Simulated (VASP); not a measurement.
## GaP: single point with PBE

Crystal: GaP.

```
Ga P
1.0
     0.00000    2.54716    2.54716
     2.54716    0.00000    2.54716
     2.54716    2.54716    0.00000
Ga P
1 1
Cartesian
  0.0000 0.0000 0.0000
  1.2736 1.2736 1.2736
```

| Item | Value |
| --- | --- |
| Program | VASP 6.6.1 |
| Task | single point |
| Functional | PBE |
| Potentials or basis | VASP PAW PBE potentials, release 64 (Ga_d, P) |
| Cutoff | 520 eV |
| k mesh | 10 × 10 × 10 |
| Occupations | gaussian, width 0.02 eV |
| Spin | no spin polarisation |
| Dipole correction | no |
| Further INCAR settings | ALGO = Normal; EDIFF = 1e-06; NBANDS = 16 |

The pressure is 29.6 GPa. The band gap on the k mesh is 1.15 eV, indirect (least direct gap 3.57 eV).

Levels at points of the mesh, in eV from the valence-band top:
| k point | band 7 | band 8 | band 9 | band 10 | band 11 | band 12 |
| --- | --- | --- | --- | --- | --- | --- |
| (0.00, 0.00, 0.00) | 0.00 | 0.00 | 0.00 | 3.57 | 3.75 | 3.75 |
| (0.50, 0.00, 0.00) | -7.98 | -1.46 | -1.46 | 2.28 | 4.57 | 4.57 |
| (0.50, 0.50, 0.00) | -7.84 | -3.48 | -3.48 | 1.15 | 1.50 | 12.08 |

It took 12 s on 1 thread of Intel(R) Xeon(R) 6975P-C (Granite Rapids), with other jobs on the host, peak memory 0.17 GiB.

A k mesh can miss the band edges. As with any semilocal functional, this PBE gap is likely too small.
